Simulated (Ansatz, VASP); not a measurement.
# Mo: VASP beside Ansatz

```
CELL_PARAMETERS angstrom
4.62044 0.00000 0.00000
-2.31022 4.00142 0.00000
0.00000 0.00000 2.53585
ATOMIC_POSITIONS crystal
Mo 0.00000 0.00000 0.00000
Mo 0.33333 0.66667 0.50000
Mo 0.66667 0.33333 0.50000
```

Alike in both runs: functional PBEsol; k mesh 8 × 8 × 11; occupations fermi-dirac, width 0.1 eV; no spin polarisation.

Ansatz relaxed the structure, and its values are those at the end. VASP's run is a single point on that final structure, the one shown.

|  | VASP | Ansatz |
| --- | --- | --- |
| version | VASP 6.6.1 | Ansatz 0.2.0 |
| potentials or method | VASP PAW PBE potentials, release 64 (Mo_sv), cutoff 520 eV | plane waves (420 eV) with PAW, scalar-relativistic |
| valence electrons in the cell | 42 | 42 |

VASP gave:

- pressure (GPa): 0.6

Q: What did Ansatz give for the same quantities?

A: Pressure (GPa): 0.0.

VASP's potentials were made for PBE, not for PBEsol, and Ansatz warns of the same on its side.
